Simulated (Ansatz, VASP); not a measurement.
**Two plane-wave programs on ZnS**

```
Zn S
1.0
     0.00000    2.74267    2.74267
     2.74267    0.00000    2.74267
     2.74267    2.74267    0.00000
Zn S
1 1
Direct
  0.25000 0.25000 0.25000
  0.00000 0.00000 0.00000
```

Alike in both runs: task single point; functional HSE06; k mesh 4 × 4 × 4; occupations gaussian, width 0.02 eV; no spin polarisation.

|  | VASP | Ansatz |
| --- | --- | --- |
| version | VASP 6.6.1 | Ansatz 0.2.0 |
| potentials or method | VASP PAW PBE potentials, release 64 (Zn, S), cutoff 520 eV | scalar-relativistic, plane waves, PAW |
| valence electrons in the cell | 18 | 18 |

Ansatz gave:

```
gap on the k mesh at the Fermi level (eV) : 3.14
least direct gap on the mesh (eV)         : 3.14
pressure (GPa)                            : -2.1
```

Q: Estimate VASP's values.

A: gap on the k mesh at the Fermi level (eV): 3.13; least direct gap on the mesh (eV): 3.13; pressure (GPa): -2.1.

Ansatz's warnings: stress exchange threshold loose, stress scf threshold loose.

The k mesh is coarse, so the values compare programs but aren't converged.
